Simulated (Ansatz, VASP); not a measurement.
SiOs2C2: VASP beside Ansatz

```
CELL_PARAMETERS angstrom
4.60182 0.00000 0.00000
-2.30091 3.98530 0.00000
0.00000 0.00000 3.89848
ATOMIC_POSITIONS crystal
Si 0.00000 0.00000 0.41667
Os 0.33333 0.66667 0.39912
Os 0.66667 0.33333 0.39912
C 0.33333 0.66667 0.91950
C 0.66667 0.33333 0.91950
```

Alike in both runs: task single point; functional PBE; k mesh 6 × 6 × 4; occupations gaussian, width 0.1 eV; collinear spin.

```csv
,VASP,Ansatz
version,VASP 6.6.1,Ansatz 0.2.0
potentials or method,"VASP PAW PBE potentials, release 64 (Si, Os_sv_GW, C), cutoff 600 eV","scalar-relativistic, plane waves, PAW"
valence electrons in the cell,44,44
```

```csv
,VASP,Ansatz,Ansatz less VASP
gap on the k mesh at the Fermi level (eV),none,none,-
pressure (GPa),-0.3,0.0,+0.30
"traceless stress, the component that is largest in VASP (GPa)",0.15,0.02,-0.130
rms of the force components (eV/Å),0.011,0.001,-0.0108
net moment per atom (μB),0.00,0.00,-0.001
```

Atom by atom the forces differ by 0.011 eV/Å (rms over components). A gap of «none» marks a metal or a gap that the smearing closes. Ansatz's warnings: seeded moment not kept.

The k mesh is coarse, so the values compare programs but aren't converged. Spin-orbit coupling is off throughout.
